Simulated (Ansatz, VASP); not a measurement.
# Two plane-wave programs on MgF2

File INCAR:

```
ALGO = Normal
EDIFF = 1E-6
ENCUT = 600
GGA = PE
GGA_COMPAT = False
ISIF = 2
ISMEAR = 0
LASPH = True
LCHARG = False
LREAL = False
LWAVE = False
NBANDS = 25
NELM = 120
PREC = Accurate
SIGMA = 0.01
```

KPOINTS

```
k-points
0
Gamma
  4 4 6
```

Contents of POSCAR:

```
MgF2
1.0
    4.6220162608      0.0000000000      0.0000000000
    0.0000000000      4.6220162608      0.0000000000
    0.0000000000      0.0000000000      3.0461115457
Mg F
2 4
Direct
    0.0000000000      0.0000000000      0.0000000000
    0.5000000000      0.5000000000      0.5000000000
    0.3029506049      0.3029506049      0.0000000000
    0.1970493951      0.8029506049      0.5000000000
    0.6970493951      0.6970493951      0.0000000000
    0.8029506049      0.1970493951      0.5000000000
```

Input for Ansatz:

```yaml
crystal:
  lattice:
    - [4.6220162608, 0.0, 0.0]
    - [0.0, 4.6220162608, 0.0]
    - [0.0, 0.0, 3.0461115457]
  atoms:
    - { symbol: Mg, position: [0.0, 0.0, 0.0] }
    - { symbol: Mg, position: [0.5, 0.5, 0.5] }
    - { symbol: F, position: [0.3029506049, 0.3029506049, 0.0] }
    - { symbol: F, position: [0.1970493951, 0.8029506049, 0.5] }
    - { symbol: F, position: [0.6970493951, 0.6970493951, 0.0] }
    - { symbol: F, position: [0.8029506049, 0.1970493951, 0.5] }
kpoints:
  mp_grid: { grid: [4, 4, 6] }
hamiltonian:
  xc: pbe
scf:
  occupations: { method: fixed }
output:
  optics:
    e_range: [0, 24]
    de: 0.05
    sigma: 0.1
    bands: { spectra_wanted_up_to: 24 }
```

Alike in both runs: task single point; functional PBE; k mesh 4 × 4 × 6; no spin polarisation.

```csv
,VASP,Ansatz
version,VASP 6.6.1,Ansatz 0.2.0
potentials or method,"VASP PAW PBE potentials, release 64 (Mg, F)","plane waves, PAW"
plane-wave cutoff (eV),600,420
occupations,"gaussian, width 0.01 eV",fixed
valence electrons in the cell,32,48
```

|  | VASP | Ansatz | Ansatz less VASP |
| --- | --- | --- | --- |
| gap on the k mesh at the Fermi level (eV) | 7.12 | 7.16 | +0.039 |

VASP's potentials hold 32 valence electrons a cell and Ansatz's 48, so a difference there can come from the potentials and not from the codes.
